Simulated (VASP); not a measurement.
# KBr (Fm-3m) in VASP: single point with r2SCAN+rVV10

Aim: the single point of KBr with r2SCAN+rVV10.

Everything below comes from runs of VASP 6.6.1. Logs are shortened: lines on timing, memory, paths and dates and some standing lists are left out, and cuts for length are marked.

**1. The cell of the first run**

It takes space group Fm-3m (No. 225, cubic). Conventional cell: a = 6.544 Å, b = 6.544 Å, c = 6.544 Å, α = 90.00°, β = 90.00°, γ = 90.00°. K (site symmetry m-3m) has 6 Br at 3.27 Å within 4.3 Å. Within 4.3 Å of Br (site symmetry m-3m) lie 6 K at 3.27 Å.

**2. Single point, r2SCAN+rVV10**

POSCAR reads:

```
KBr
1.0
    0.0000000000      3.2722368705      3.2722368705
    3.2722368705      0.0000000000      3.2722368705
    3.2722368705      3.2722368705      0.0000000000
K Br
1 1
Direct
    0.0000000000      0.0000000000      0.0000000000
    0.5000000000      0.5000000000      0.5000000000
```

INCAR.step1 reads:

```
SYSTEM = KBr
  PREC = Accurate
  ENCUT = 520
  ISMEAR = -1
  SIGMA = 0.03
  LREAL = .FALSE.
  LASPH = .TRUE.
  NELM = 100
  NBANDS = 15
  GGA = PE
  ALGO = Normal
  EDIFF = 1E-4
  LWAVE = .TRUE.
  LCHARG = .FALSE.
```

INCAR.step2 reads:

```
SYSTEM = KBr
  PREC = Accurate
  ENCUT = 520
  EDIFF = 1E-7
  ISMEAR = -1
  SIGMA = 0.03
  LREAL = .FALSE.
  LASPH = .TRUE.
  NELM = 100
  ALGO = Normal
  ISIF = 2
  LWAVE = .FALSE.
  LCHARG = .FALSE.
  METAGGA = R2SCAN
  LMIXTAU = .TRUE.
  LUSE_VDW = .TRUE.
  IVDW_NL = 2
  BPARAM = 11.95
  CPARAM = 0.0093
  NBANDS = 15
  ISTART = 1
```

KPOINTS reads:

```
Automatic mesh
0
G
  8 8 8
  0 0 0
```

Potentials or basis: VASP PAW PBE potentials, release 64 (K_sv, Br).

Started as:

```sh
$ cat potpaw_PBE.64/K_sv/POTCAR potpaw_PBE.64/Br/POTCAR > POTCAR
$ cp INCAR.step1 INCAR
$ mpirun -np 1 vasp_std > vasp.out
$ cp INCAR.step2 INCAR
$ mpirun -np 1 vasp_std > vasp.out
```

OUTCAR:

```text
SYSTEM = KBr
   PREC = Accurate
   ENCUT = 520
   EDIFF = 1E-7
   ISMEAR = -1
   LREAL = .FALSE.
   LASPH = .TRUE.
   NELM = 100
   ISIF = 2
   METAGGA = R2SCAN
   IVDW_NL = 2
   BPARAM = 11.95
   ISTART = 1

 ion  position               nearest neighbor table
   1  0.000  0.000  0.000-   2 3.27   2 3.27   2 3.27   2 3.27   2 3.27   2 3.27
   2  0.500  0.500  0.500-   1 3.27   1 3.27   1 3.27   1 3.27   1 3.27   1 3.27

  LATTYP: Found a face centered cubic cell.
 ALAT       =     6.5444737410

  Lattice vectors:

 A1 = (   0.0000000000,   3.2722368705,   3.2722368705)
 A2 = (   3.2722368705,   0.0000000000,   3.2722368705)
 A3 = (   3.2722368705,   3.2722368705,   0.0000000000)

Analysis of symmetry for initial positions (statically):
=====================================================================
 Subroutine PRICEL returns:
 Original cell was already a primitive cell.

 Routine SETGRP: Setting up the symmetry group for a
 face centered cubic supercell.

 Subroutine GETGRP returns: Found 48 space group operations
 (whereof 48 operations were pure point group operations)
 out of a pool of 48 trial point group operations.

The static configuration has the point symmetry O_h .

Analysis of symmetry for dynamics (positions and initial velocities):
=====================================================================
 Subroutine PRICEL returns:
 Original cell was already a primitive cell.

 Routine SETGRP: Setting up the symmetry group for a
 face centered cubic supercell.

 Subroutine GETGRP returns: Found 48 space group operations
 (whereof 48 operations were pure point group operations)
 out of a pool of 48 trial point group operations.

The dynamic configuration has the point symmetry O_h .

 Subroutine INISYM returns: Found 48 space group operations
 (whereof 48 operations are pure point group operations),
 and found     1 'primitive' translations

----------------------------------------------------------------------------------------

                                     Primitive cell

  volume of cell :      70.0752

  direct lattice vectors                    reciprocal lattice vectors
     0.000000000  3.272236871  3.272236871    -0.152800674  0.152800674  0.152800674
     3.272236871  0.000000000  3.272236871     0.152800674 -0.152800674  0.152800674
     3.272236871  3.272236871  0.000000000     0.152800674  0.152800674 -0.152800674

  length of vectors
     4.627641762  4.627641762  4.627641762     0.264658531  0.264658531  0.264658531

  position of ions in fractional coordinates (direct lattice)
     0.000000000  0.000000000  0.000000000
     0.500000000  0.500000000  0.500000000

  ion indices of the primitive-cell ions
   primitive index   ion index
                 1           1
                 2           2

----------------------------------------------------------------------------------------

 KPOINTS: Automatic mesh

Automatic generation of k-mesh.
 Grid dimensions read from file:
 generate k-points for:    8    8    8

 Generating k-lattice:

  Cartesian coordinates                     Fractional coordinates (reciprocal lattice)
    -0.019100084  0.019100084  0.019100084     0.125000000  0.000000000  0.000000000
     0.019100084 -0.019100084  0.019100084     0.000000000  0.125000000  0.000000000
     0.019100084  0.019100084 -0.019100084     0.000000000  0.000000000  0.125000000

  Length of vectors
     0.033082316  0.033082316  0.033082316

  Shift w.r.t. Gamma in fractional coordinates (k-lattice)
     0.000000000  0.000000000  0.000000000

 Subroutine IBZKPT returns following result:
 ===========================================

 Found     29 irreducible k-points:

 Following reciprocal coordinates:
            Coordinates               Weight
  0.000000  0.000000  0.000000      1.000000
  0.125000  0.000000  0.000000      8.000000
  0.250000  0.000000  0.000000      8.000000
  0.375000  0.000000  0.000000      8.000000
  0.500000  0.000000  0.000000      4.000000
  0.125000  0.125000  0.000000      6.000000
[... 16 lines left out ...]
  0.500000  0.250000  0.125000     48.000000
 -0.375000  0.250000  0.125000     24.000000
 [... further k-points ...]
   k-points           NKPTS =     29   k-points in BZ     NKDIM =     29   number of bands    NBANDS=     15
   number of dos      NEDOS =    301   number of ions     NIONS =      2
   total plane-waves  NPLWV =  46656
   dimension x,y,z NGX =    36 NGY =   36 NGZ =   36
   dimension x,y,z NGXF=    72 NGYF=   72 NGZF=   72
   ions per type =               1   1
   NGX,Y,Z   is equivalent  to a cutoff of  12.93, 12.93, 12.93 a.u.
   NGXF,Y,Z  is equivalent  to a cutoff of  25.87, 25.87, 25.87 a.u.
 SYSTEM =  KBr
   PREC   = accura    normal or accurate (medium, high low for compatibility)
   ISTART =      1    job   : 0-new  1-cont  2-samecut
   ICHARG =      0    charge: 1-file 2-atom 10-const
   ISPIN  =      1    spin polarized calculation?
   LNONCOLLINEAR =      F non collinear calculations
   LSORBIT =      F    spin-orbit coupling
   LASPH  =      T    aspherical Exc in radial PAW
   ENCUT  =  520.0 eV  38.22 Ry    6.18 a.u.   8.60  8.60  8.60*2*pi/ulx,y,z
   NELM   =    100;   NELMIN=  2; NELMDL=  0     # of ELM steps
   EDIFF  = 0.1E-06   stopping-criterion for ELM
   LREAL  =      F    real-space projection
   EDIFFG = 0.1E-05   stopping-criterion for IOM
   NSW    =      0    number of steps for IOM
   IBRION =     -1    ionic relax: 0-MD 1-quasi-New 2-CG
   NFREE  =      0    steps in history (QN), initial steepest desc. (CG)
   ISIF   =      2    stress and relaxation
   ISYM   =      2    0-nonsym 1-usesym 2-fastsym
   POTIM  = 0.5000    time-step for ionic-motion
   TEBEG  =    0.0;   TEEND  =   0.0 temperature during run
   PSTRESS=    0.0 pullay stress
   NELECT =      16.0000    total number of electrons
   NUPDOWN=      -1.0000    fix difference up-down
   EMIN   =  10.00;   EMAX   =-10.00  energy-range for DOS
   EFERMI =   0.00;   METHOD = LEGACY
   ISMEAR =    -1;   SIGMA  =   0.03  broadening in eV -4-tet -1-fermi 0-gaus
   EFERMI_NEDOS =   21; number of points for ismear=-14 and -15
   IALGO  =     38    algorithm
   IMIX   =      4    mixing-type and parameters
     AMIX     =   0.40;   BMIX     =  1.00
     AMIX_MAG =   1.60;   BMIX_MAG =  1.00
  volume/ion in A,a.u.               =      35.04       236.45
  Fermi-wavevector in a.u.,A,eV,Ry     =   1.000599  1.890858 13.622132  1.001198
  Thomas-Fermi vector in A             =   2.132966
   LORBIT       =      0    0 simple, 1 ext, 2 COOP (PROOUT), +10 PAW based schemes
   METAGGA = R2SCAN    functional components
   LHFCALC =     F    Hartree Fock is set to
   AEXX    =    0.0000 exact exchange contribution
   IVDW_NL    =     2    kernel type
   BPARAM     =11.9500
   IVDW    =     0    specifies the selected vdW correction
   LEPSILON=     F    determine dielectric tensor
   LRPA    =     F    only Hartree local field effects (RPA)
 non-spin polarized calculation
  energy-cutoff  :      520.00
  volume of cell :       70.08
 maximum number of plane-waves:      1917
 NGX is ok and might be reduce to    36
   NGX = 17   NGY = 17   NGZ = 17

 number of electron      16.0000000 magnetization

 Free energy of the ion-electron system (eV)
  ---------------------------------------------------
  ext. energy  EPLUGINS =         0.00000000
  ---------------------------------------------------
  free energy    TOTEN  =       -22.73504882 eV

  energy without entropy =      -22.73504882  energy(sigma->0) =      -22.73504882

 E-fermi :  -1.4030     XC(G=0):  -7.9347

 val. band max:       -2.0578312788   @ k =   0.0000   0.0000   0.0000
 cond. band min:       2.9914354483   @ k =   0.0000   0.0000   0.0000
 fundamental gap:      5.0492667272
 Fermi energy:        -1.4029943667

 k-point     1 :       0.0000    0.0000    0.0000
  band No.  band energies     occupation
      1     -30.8490      2.00000
      2     -14.8227      2.00000
      3     -13.5605      2.00000
      4     -13.5605      2.00000
      5     -13.5605      2.00000
      6      -2.0578      2.00000
      7      -2.0578      2.00000
      8      -2.0578      2.00000
      9       2.9914      0.00000
     10       6.1301      0.00000
     11       6.1301      0.00000
     12       6.1301      0.00000
     13       7.1608      0.00000
     14       7.1608      0.00000
     15       9.9026      0.00000

 k-point     2 :       0.1250    0.0000    0.0000
  band No.  band energies     occupation
      1     -30.8481      2.00000
      2     -14.8516      2.00000
      3     -13.5613      2.00000
      4     -13.5613      2.00000
      5     -13.5193      2.00000
      6      -2.2873      2.00000
      7      -2.1131      2.00000
      8      -2.1131      2.00000
      9       3.3929      0.00000
     10       5.9905      0.00000
     11       6.3293      0.00000
     12       6.3293      0.00000
     13       7.3799      0.00000
     14       7.3799      0.00000
     15      10.5430      0.00000

 k-point     3 :       0.2500    0.0000    0.0000
  band No.  band energies     occupation
      1     -30.8458      2.00000
      2     -14.9151      2.00000
      3     -13.5631      2.00000
      4     -13.5631      2.00000
      5     -13.4257      2.00000
      6      -2.7553      2.00000
      7      -2.2411      2.00000
      8      -2.2411      2.00000
      9       4.2534      0.00000
     10       5.9600      0.00000
     11       6.8878      0.00000
     12       6.8878      0.00000
     13       7.9878      0.00000
     14       7.9878      0.00000
     15      11.1014      0.00000

 k-point     4 :       0.3750    0.0000    0.0000
  band No.  band energies     occupation
      1     -30.8436      2.00000
      2     -14.9719      2.00000
      3     -13.5649      2.00000
      4     -13.5649      2.00000
      5     -13.3383      2.00000
      6      -3.1467      2.00000
      7      -2.3620      2.00000
      8      -2.3620      2.00000
      9       4.8567      0.00000
     10       6.4567      0.00000
     11       7.7172      0.00000
     12       7.7172      0.00000
     13       8.7365      0.00000
     14       8.7365      0.00000
     15      10.2040      0.00000
[... 307 lines left out ...]
 k-point    22 :       0.3750    0.2500    0.1250
  band No.  band energies     occupation
      1     -30.8442      2.00000
      2     -14.8969      2.00000
      3     -13.5874      2.00000
      4     -13.5685      2.00000
      5     -13.4273      2.00000
      6      -2.8850      2.00000
      7      -2.3154      2.00000
      8      -2.3120      2.00000
      9       4.8649      0.00000
     10       5.2741      0.00000
     11       7.5057      0.00000
     12       7.7052      0.00000
     13       8.0723      0.00000
     14       8.5477      0.00000
     15      10.3837      0.00000

 k-point    23 :       0.5000    0.2500    0.1250
  band No.  band energies     occupation
      1     -30.8424      2.00000
      2     -14.9049      2.00000
      3     -13.5973      2.00000
      4     -13.5755      2.00000
      5     -13.4022      2.00000
      6      -3.0237      2.00000
      7      -2.4756      2.00000
      8      -2.4015      2.00000
      9       5.3020      0.00000
     10       5.8661      0.00000
     11       7.7033      0.00000
     12       8.1151      0.00000
     13       8.5316      0.00000
     14       8.9954      0.00000
     15      10.0038      0.00000

 k-point    24 :      -0.3750    0.2500    0.1250
  band No.  band energies     occupation
      1     -30.8417      2.00000
      2     -14.9079      2.00000
      3     -13.5981      2.00000
      4     -13.5819      2.00000
      5     -13.3918      2.00000
      6      -3.0681      2.00000
      7      -2.5524      2.00000
      8      -2.4366      2.00000
      9       5.4639      0.00000
     10       6.2900      0.00000
     11       7.7508      0.00000
     12       8.0940      0.00000
     13       8.8371      0.00000
     14       9.3929      0.00000
     15       9.8895      0.00000

 [... further k-points ...]
[... 5 lines left out ...]
  --------------------------------------------------------------------------------------
  -------------------------------------------------------------------------------------
  Total        0.0011834      0.0011834      0.0011834      0.0000000     -0.0000000     -0.0000000
  in kB        0.0270567      0.0270567      0.0270567      0.0000000     -0.0000000     -0.0000000
  external PRESSURE =       0.0270567 kB  Pullay stress =       0.0000000 kB

 VOLUME and BASIS-vectors are now :
 -----------------------------------------------------------------------------
  energy-cutoff  :      520.00
  volume of cell :       70.08
      direct lattice vectors                 reciprocal lattice vectors
     0.000000000  3.272236871  3.272236871    -0.152800674  0.152800674  0.152800674
     3.272236871  0.000000000  3.272236871     0.152800674 -0.152800674  0.152800674
     3.272236871  3.272236871  0.000000000     0.152800674  0.152800674 -0.152800674

 POSITION                                       TOTAL-FORCE (eV/Angst)
 -----------------------------------------------------------------------------------
      0.00000      0.00000      0.00000         0.000000     -0.000000     -0.000000
      3.27224      3.27224      3.27224        -0.000000      0.000000      0.000000
 -----------------------------------------------------------------------------------
    total drift:                                0.000000      0.000000      0.000000

  FREE ENERGIE OF THE ION-ELECTRON SYSTEM (eV)
  ---------------------------------------------------
  free  energy   TOTEN  =       -22.7350488199 eV

  energy  without entropy=      -22.7350488199  energy(sigma->0) =      -22.73504882
```

Wall time 2.6 min (1 thread of Intel Xeon 6975P-C (Granite Rapids), shared host); peak memory 0.4 GiB.

Results:

```yaml
Free_energy: -22.7350 eV
Pressure: 0.0 GPa
Band_gap_on_the_k_mesh: 5.05 eV, direct
```

Caveat: the PAW data sets were made with another functional, which shifts forces and pressure a little.
